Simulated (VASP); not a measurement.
# TiO2 (P4_2/mnm) in VASP: notebook

The runs below take TiO2 through single point, with PBE+U.

All numbers are computed with VASP 6.6.1; they aren't measurements. Logs are shortened: lines on timing, memory, paths and dates and some standing lists are left out, and cuts for length are marked.

## Step 1: The cell of the first run

Symmetry: P4_2/mnm, No. 136, tetragonal system. The conventional cell has a = 4.640 Å, b = 4.640 Å, c = 3.006 Å, α = 90.00°, β = 90.00°, γ = 90.00°. Ti (site symmetry mmm) has 6 O at 1.97 to 2.01 Å within 2.6 Å. Within 2.6 Å of O (site symmetry m2m) lie 3 Ti at 1.97 to 2.01 Å and 1 O at 2.55 Å.

## Step 2: Single point, PBE+U

INCAR reads:

```
  PREC = Accurate
  ENCUT = 520
  EDIFF = 1E-7
  ISMEAR = 0
  SIGMA = 0.01
  LREAL = Auto
  LASPH = T
  NELM = 150
  ALGO = Normal
  ISIF = 2
  LWAVE = F
  LCHARG = F
  LMAXMIX = 4
  LDAU = T
  LDAUTYPE = 2
  LDAUL = 2 -1
  LDAUU = 4 0
  LDAUJ = 0 0
  LDAUPRINT = 1
  GGA = PE
  NBANDS = 114
```

KPOINTS reads:

```
Automatic mesh
0
Gamma
  2 2 2
```

POSCAR reads:

```
TiO2
1.0
   -4.6403500624      4.6403500624      0.0000000000
    4.6403500624      4.6403500624      0.0000000000
    0.0000000000     -4.6403500624     -6.0122253141
Ti O
8 16
Direct
    0.2500000000      0.7500000000      0.5000000000
    0.0000000000      0.5000000000      0.0000000000
    0.7500000000      0.2500000000      0.5000000000
    0.5000000000      0.0000000000      0.0000000000
    0.6250000000      0.6250000000      0.2500000000
    0.3750000000      0.3750000000      0.7500000000
    0.1250000000      0.1250000000      0.2500000000
    0.8750000000      0.8750000000      0.7500000000
    0.1250000000      0.8193530345      0.2500000000
    0.8750000000      0.5693530345      0.7500000000
    0.6250000000      0.3193530345      0.2500000000
    0.3750000000      0.0693530345      0.7500000000
    0.9443530345      0.7500000000      0.5000000000
    0.6943530345      0.5000000000      0.0000000000
    0.4443530345      0.2500000000      0.5000000000
    0.1943530345      0.0000000000      0.0000000000
    0.5556469655      0.7500000000      0.5000000000
    0.3056469655      0.5000000000      0.0000000000
    0.0556469655      0.2500000000      0.5000000000
    0.8056469655      0.0000000000      0.0000000000
    0.1250000000      0.4306469655      0.2500000000
    0.8750000000      0.1806469655      0.7500000000
    0.6250000000      0.9306469655      0.2500000000
    0.3750000000      0.6806469655      0.7500000000
```

Potentials or basis: VASP PAW PBE potentials, release 64 (Ti_sv, O).

The run is started by

```bash
$ cat potpaw_PBE.64/Ti_sv/POTCAR potpaw_PBE.64/O/POTCAR > POTCAR
$ mpirun -np 1 vasp_std > vasp.out
```

OUTCAR:

```text
PREC = Accurate
   ENCUT = 520
   EDIFF = 1E-7
   ISMEAR = 0
   LREAL = Auto
   LASPH = T
   NELM = 150
   ISIF = 2
   GGA = PE

 ion  position               nearest neighbor table
   1  0.250  0.750  0.500-   9 1.97  12 1.97  21 1.97  24 1.97  13 2.01  17 2.01
   2  0.000  0.500  0.000-   9 1.97  10 1.97  21 1.97  22 1.97  14 2.01  18 2.01
   3  0.750  0.250  0.500-  10 1.97  11 1.97  22 1.97  23 1.97  15 2.01  19 2.01
   4  0.500  0.000  0.000-  11 1.97  12 1.97  23 1.97  24 1.97  16 2.01  20 2.01
   5  0.625  0.625  0.250-  13 1.97  14 1.97  17 1.97  18 1.97  11 2.01  23 2.01
   6  0.375  0.375  0.750-  14 1.97  15 1.97  18 1.97  19 1.97  12 2.01  24 2.01
   7  0.125  0.125  0.250-  15 1.97  16 1.97  19 1.97  20 1.97   9 2.01  21 2.01
   8  0.875  0.875  0.750-  13 1.97  16 1.97  17 1.97  20 1.97  10 2.01  22 2.01
   9  0.125  0.819  0.250-   1 1.97   2 1.97   7 2.01
  10  0.875  0.569  0.750-   2 1.97   3 1.97   8 2.01
  11  0.625  0.319  0.250-   3 1.97   4 1.97   5 2.01
  12  0.375  0.069  0.750-   1 1.97   4 1.97   6 2.01
  13  0.944  0.750  0.500-   5 1.97   8 1.97   1 2.01
  14  0.694  0.500  0.000-   5 1.97   6 1.97   2 2.01
[... 8 lines left out ...]
  23  0.625  0.931  0.250-   3 1.97   4 1.97   5 2.01
  24  0.375  0.681  0.750-   1 1.97   4 1.97   6 2.01

  LATTYP: Found a body centered tetragonal cell.
 ALAT       =     6.5624459924
 C/A-ratio  =     1.8323123180

  Lattice vectors:

 A1 = (  -4.6403500624,   0.0000000000,   6.0122253141)
 A2 = (   4.6403500624,   0.0000000000,   6.0122253141)
 A3 = (   0.0000000000,   4.6403500624,  -6.0122253141)

Analysis of symmetry for initial positions (statically):
=====================================================================
 Subroutine PRICEL returns following result:

  LATTYP: Found a simple tetragonal cell.
 ALAT       =     4.6403500624
 C/A-ratio  =     0.6478202327

  Lattice vectors:

 A1 = (   0.0000000000,   4.6403500624,   0.0000000000)
 A2 = (   4.6403500624,   0.0000000000,   0.0000000000)
 A3 = (   0.0000000000,   0.0000000000,  -3.0061126571)

   4 primitive cells build up your supercell.

[... 161 lines left out ...]
 NGX is ok and might be reduce to    50
   NGX = 25   NGY = 25   NGZ = 29

atom =   1  type =  1  l = 2

 onsite density matrix

spin component  1
[... 248 lines left out ...]
  o =  0.0760  v =  0.5529 -0.0000  0.8332  0.0000  0.0000  0.0000  0.0000  0.0000  0.0000  0.0000      0.0000  0.0000  0.0000  0.0000  0.0000  0.0000  0.0000  0.0000  0.0000  0.0000
  o =  0.0760  v =  0.0000  0.0000  0.0000  0.0000  0.0000  0.5529 -0.0000  0.8332  0.0000  0.0000      0.0000  0.0000  0.0000  0.0000  0.0000  0.0000  0.0000  0.0000  0.0000  0.0000
  o =  0.0972  v =  0.0000  0.7071 -0.0000  0.7071 -0.0000  0.0000  0.0000  0.0000  0.0000  0.0000      0.0000  0.0000  0.0000  0.0000  0.0000  0.0000  0.0000  0.0000  0.0000  0.0000
  o =  0.0972  v =  0.0000  0.0000  0.0000  0.0000  0.0000  0.0000  0.7071 -0.0000  0.7071 -0.0000      0.0000  0.0000  0.0000  0.0000  0.0000  0.0000  0.0000  0.0000  0.0000  0.0000
  o =  0.0983  v =  0.0000  0.0000  0.0000  0.0000  0.0000  0.0000 -0.0000  0.0000 -0.0000 -1.0000      0.0000  0.0000  0.0000  0.0000  0.0000  0.0000  0.0000  0.0000  0.0000  0.0000
  o =  0.0983  v =  0.0000 -0.0000  0.0000 -0.0000 -1.0000  0.0000  0.0000  0.0000  0.0000  0.0000      0.0000  0.0000  0.0000  0.0000  0.0000  0.0000  0.0000  0.0000  0.0000  0.0000
  o =  0.2377  v = -0.8332  0.0000  0.5529  0.0000 -0.0000  0.0000  0.0000  0.0000  0.0000  0.0000      0.0000  0.0000  0.0000  0.0000  0.0000  0.0000  0.0000  0.0000  0.0000  0.0000
  o =  0.2377  v =  0.0000  0.0000  0.0000  0.0000  0.0000 -0.8332  0.0000  0.5529  0.0000 -0.0000      0.0000  0.0000  0.0000  0.0000  0.0000  0.0000  0.0000  0.0000  0.0000  0.0000
  o =  0.2682  v = -0.0000 -0.7071 -0.0000  0.7071 -0.0000  0.0000  0.0000  0.0000  0.0000  0.0000      0.0000  0.0000  0.0000  0.0000  0.0000  0.0000  0.0000  0.0000  0.0000  0.0000
  o =  0.2682  v =  0.0000  0.0000  0.0000  0.0000  0.0000 -0.0000 -0.7071 -0.0000  0.7071 -0.0000      0.0000  0.0000  0.0000  0.0000  0.0000  0.0000  0.0000  0.0000  0.0000  0.0000

 number of electron     192.0000027 magnetization

 Free energy of the ion-electron system (eV)
  ---------------------------------------------------
  ext. energy  EPLUGINS =         0.00000000
  ---------------------------------------------------
  free energy    TOTEN  =      -193.69989510 eV

  energy without entropy =     -193.69989510  energy(sigma->0) =     -193.69989510

 E-fermi :   4.9860     XC(G=0): -11.2344

 val. band max:        4.8009696673   @ k =   0.0000   0.0000   0.0000
 cond. band min:       7.1025882216   @ k =   0.0000   0.0000   0.0000
 fundamental gap:      2.3016185542
 Fermi energy:         4.9859998644

 k-point     1 :       0.0000    0.0000    0.0000
  band No.  band energies     occupation
      1     -53.3302      2.00000
      2     -53.3170      2.00000
      3     -53.3080      2.00000
      4     -53.3080      2.00000
      5     -53.3080      2.00000
      6     -53.3080      2.00000
[... 433 lines left out ...]
    107       7.9926      0.00000
    108       7.9926      0.00000
 [bands above 108 left out]

------------------------ aborting loop because EDIFF is reached ----------------------------------------

  FORCE on cell =-STRESS in cart. coord.  units (eV):
  Direction    XX          YY          ZZ          XY          YZ          ZX
  --------------------------------------------------------------------------------------
  -------------------------------------------------------------------------------------
  Total        6.3426373      6.3426373      7.1851584      0.0000000      0.0000000      0.0000000
  in kB       39.2476560     39.2476560     44.4610996      0.0000000      0.0000000      0.0000000
  external PRESSURE =      40.9854706 kB  Pullay stress =       0.0000000 kB

 VOLUME and BASIS-vectors are now :
 -----------------------------------------------------------------------------
  energy-cutoff  :      520.00
  volume of cell :      258.92
      direct lattice vectors                 reciprocal lattice vectors
    -4.640350062  4.640350062  0.000000000    -0.107750492  0.107750492 -0.083163883
     4.640350062  4.640350062  0.000000000     0.107750492  0.107750492 -0.083163883
     0.000000000 -4.640350062 -6.012225314     0.000000000  0.000000000 -0.166327765

 POSITION                                       TOTAL-FORCE (eV/Angst)
 -----------------------------------------------------------------------------------
      2.32018      2.32018     -3.00611        -0.000000     -0.000000      0.000000
      2.32018      2.32018      0.00000        -0.000000     -0.000000      0.000000
     -2.32018      2.32018     -3.00611        -0.000000     -0.000000      0.000000
     -2.32018      2.32018      0.00000        -0.000000     -0.000000      0.000000
      0.00000      4.64035     -1.50306        -0.000000     -0.000000      0.000000
      0.00000      0.00000     -4.50917        -0.000000     -0.000000      0.000000
[... 16 lines left out ...]
      1.41831      6.05866     -1.50306        -0.108782     -0.108782     -0.000000
      1.41831      1.41831     -4.50917        -0.108782     -0.108782     -0.000000
 -----------------------------------------------------------------------------------
    total drift:                               -0.000000      0.000000     -0.000000

  FREE ENERGIE OF THE ION-ELECTRON SYSTEM (eV)
  ---------------------------------------------------
  free  energy   TOTEN  =      -193.6998951028 eV

  energy  without entropy=     -193.6998951028  energy(sigma->0) =     -193.69989510
```

OSZICAR:

```text
N       E                     dE             d eps       ncg     rms          rms(c)
DAV:   1     0.328435269752E+04    0.32844E+04   -0.93600E+04   912   0.201E+03
DAV:   2     0.505734963093E+03   -0.27786E+04   -0.26616E+04   912   0.638E+02
[... 11 lines left out ...]
DAV:  14    -0.193699894063E+03   -0.53813E-05   -0.12263E-04  1392   0.470E-02    0.172E-02
DAV:  15    -0.193699894522E+03   -0.45849E-06   -0.18051E-05  1296   0.211E-02    0.288E-03
DAV:  16    -0.193699894961E+03   -0.43918E-06   -0.10101E-06  1192   0.404E-03    0.822E-04
DAV:  17    -0.193699895262E+03   -0.30172E-06   -0.13824E-07   664   0.154E-03    0.508E-04
DAV:  18    -0.193699895132E+03    0.13060E-06   -0.38414E-08   648   0.106E-03    0.219E-04
DAV:  19    -0.193699895103E+03    0.29038E-07   -0.12889E-08   648   0.497E-04
   1 F= -.19369990E+03 E0= -.19369990E+03  d E =-.145386-151
```

stdout:

```text
POSCAR found type information on POSCAR TiO
 POSCAR found :  2 types and      24 ions
 scaLAPACK will be used
 LDA part: xc-table for (Slater+PW92), standard interpolation
 POSCAR, INCAR and KPOINTS ok, starting setup
 FFT: planning ... GRIDC
 FFT: planning ... GRID_SOFT
 FFT: planning ... GRID
 WAVECAR not read
 entering main loop
```

Run time: 12 min. Hardware: 1 thread of Intel Xeon 8259CL, shared host; peak memory 0.39 GiB.

What came out:

```yaml
Free_energy: -193.6999 eV
Pressure: 4.1 GPa
Largest_force: 0.154 eV/Å
Band_gap_on_the_k_mesh: 2.30 eV
```

Forces on the atoms (eV/Å):
```
Ti   0.000  0.000  0.000
Ti   0.000  0.000  0.000
Ti   0.000  0.000  0.000
Ti   0.000  0.000  0.000
Ti   0.000  0.000  0.000
Ti   0.000  0.000  0.000
Ti   0.000  0.000  0.000
Ti   0.000  0.000  0.000
O    0.109  0.109  0.000
O    0.109  0.109  0.000
O    0.109  0.109  0.000
O    0.109  0.109  0.000
O   -0.109  0.109  0.000
O   -0.109  0.109  0.000
O   -0.109  0.109  0.000
O   -0.109  0.109  0.000
O    0.109 -0.109  0.000
O    0.109 -0.109  0.000
O    0.109 -0.109  0.000
O    0.109 -0.109  0.000
O   -0.109 -0.109  0.000
O   -0.109 -0.109  0.000
O   -0.109 -0.109  0.000
O   -0.109 -0.109  0.000
```

Levels at points of the mesh, in eV from the valence-band top:
| k point | band 94 | band 95 | band 96 | band 97 | band 98 | band 99 |
| --- | --- | --- | --- | --- | --- | --- |
| (0.00, 0.00, 0.00) | -0.50 | -0.50 | 0.00 | 2.30 | 2.53 | 2.81 |
| (0.50, 0.00, 0.00) | -0.82 | -0.60 | -0.60 | 2.48 | 2.48 | 2.58 |
| (0.50, 0.50, 0.00) | -0.84 | -0.75 | -0.75 | 2.33 | 2.33 | 2.89 |
| (0.00, 0.00, 0.50) | -0.73 | -0.47 | -0.47 | 2.30 | 2.30 | 2.65 |

Eigenvalues of the final occupation matrices:
```csv
site,spin,trace,eigenvalues
site 1 d,1,0.78,0.08 0.10 0.10 0.24 0.27
site 1 d,2,0.78,0.08 0.10 0.10 0.24 0.27
site 2 d,1,0.78,0.08 0.10 0.10 0.24 0.27
site 2 d,2,0.78,0.08 0.10 0.10 0.24 0.27
site 3 d,1,0.78,0.08 0.10 0.10 0.24 0.27
site 3 d,2,0.78,0.08 0.10 0.10 0.24 0.27
site 4 d,1,0.78,0.08 0.10 0.10 0.24 0.27
site 4 d,2,0.78,0.08 0.10 0.10 0.24 0.27
site 5 d,1,0.78,0.08 0.10 0.10 0.24 0.27
site 5 d,2,0.78,0.08 0.10 0.10 0.24 0.27
site 6 d,1,0.78,0.08 0.10 0.10 0.24 0.27
site 6 d,2,0.78,0.08 0.10 0.10 0.24 0.27
```

Caveat: the k points lie up to 0.55 Å⁻¹ apart. A k mesh can miss the band edges.

[end of part 1 of 2]
